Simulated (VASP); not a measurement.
Input of a VASP 6.6.1 run:

The input INCAR:

```
SYSTEM = Ir
ALGO = Normal
EDIFF = 1E-6
ENCUT = 520
ISIF = 2
ISMEAR = 0
ISPIN = 2
LASPH = .TRUE.
LCHARG = .FALSE.
LMAXMIX = 4
LORBIT = 11
LREAL = .FALSE.
LWAVE = .FALSE.
MAGMOM = 0.6 0.6
NBANDS = 20
NELM = 150
NUPDOWN = 1.2
PREC = Accurate
SIGMA = 0.15
```

Contents of KPOINTS:

```
k-points
0
G
  21 21 12
  0 0 0
```

POSCAR

```
Ir
1.0
    2.7052421934      0.0000000000      0.0000000000
   -1.3526210967      2.3428084629      0.0000000000
    0.0000000000      0.0000000000      4.3862377053
Ir
2
Direct
    0.6666666667      0.3333333333      0.7500000000
    0.3333333333      0.6666666667      0.2500000000
```

Potentials or basis: VASP PAW LDA potentials, release 64 (Ir).

Command:

```sh
$ cat potpaw_LDA.64/Ir/POTCAR > POTCAR
$ mpirun -np 1 vasp_std > vasp.out
```

Problem. Predict the pressure.

Solution. 5.9 GPa.

Stress tensor (GPa, compression positive):
```
6.14 0.00 0.00
0.00 6.14 0.00
0.00 0.00 5.57
```

Caveat: the total moment is fixed, so each spin has its own Fermi level.
